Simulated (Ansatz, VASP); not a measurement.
## ScS4 in VASP and in Ansatz

```xyz
5
Lattice="3.6209 0.0000 0.0000 -1.8104 3.1358 0.0000 0.0000 0.0000 10.2592" Properties=species:S:1:pos:R:3 pbc="T T T"
Sc    0.0000    0.0000    0.0000
S     0.0000    0.0000    4.1831
S     0.0000    0.0000    6.0761
S     1.8104    1.0453    8.8009
S     0.0000    2.0905    1.4583
```

Alike in both runs: functional PBE; k mesh 5 × 5 × 2; occupations gaussian, width 0.2 eV; no spin polarisation.

Ansatz relaxed the structure, and its values are those at the end. VASP's run is a single point on that final structure, the one shown.

```csv
,VASP,Ansatz
version,VASP 6.6.1,Ansatz 0.2.0
potentials or method,"VASP PAW PBE potentials, release 64 (Sc_sv, S), cutoff 520 eV","scalar-relativistic, plane waves, PAW"
valence electrons in the cell,35,35
```

|  | VASP | Ansatz | Ansatz less VASP |
| --- | --- | --- | --- |
| gap on the k mesh at the Fermi level (eV) | none | none | - |
| pressure (GPa) | -0.2 | 0.0 | +0.15 |
| rms of the force components (eV/Å) | 0.065 | 0.027 | -0.0379 |

A gap of «none» marks a metal or a gap that the smearing closes.

The k mesh is coarse, so the values compare programs but aren't converged.
